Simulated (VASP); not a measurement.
TiO2:

```xyz
12
Lattice="4.8127 0.0000 0.0000 0.0000 4.8719 0.0000 -0.8629 0.0000 4.9666" Properties=species:S:1:pos:R:3 pbc="T T T"
Ti    1.1513    0.2573    1.0586
Ti    3.2300    2.6932    1.4247
Ti    2.7985    4.6146    3.9080
Ti    0.7198    2.1787    3.5419
O    -0.4276    0.8622    4.2293
O     3.9459    3.2981    3.2206
O     4.3774    4.0097    0.7373
O     0.0039    1.5738    1.7460
O     1.7406    3.6911    2.3183
O     2.6406    1.2552    0.1650
O     2.2092    1.1808    2.6483
O     1.3092    3.6167    4.8016
```

Base run:

* Program: VASP 6.6.1
* Functional: PBEsol
* Potentials or basis: VASP PAW PBE potentials, release 64 (Ti_sv, O)
* Cutoff: 520 eV
* k mesh: 6 × 6 × 6
* Occupations: fermi-dirac, width 0.05 eV
* Spin: no spin polarisation

Its results: band gap on the k mesh 2.24 eV (least direct gap 2.31 eV); pressure -3.0 GPa; largest force 0.116 eV/Å.

The run is repeated on the same cell with these changes: functional from PBEsol to PBE; occupations from fermi-dirac, width 0.05 eV to gaussian, width 0.011 eV. What comes out?

Band gap on the k mesh 2.28 eV (least direct gap 2.35 eV); pressure 4.9 GPa; largest force 0.100 eV/Å.

Caveats: the cell stands under tension (at least some runs); the PAW data sets were made with another functional, which shifts forces and pressure a little (at least some runs); the cell stands under pressure (at least some runs).

A k mesh can miss the band edges.
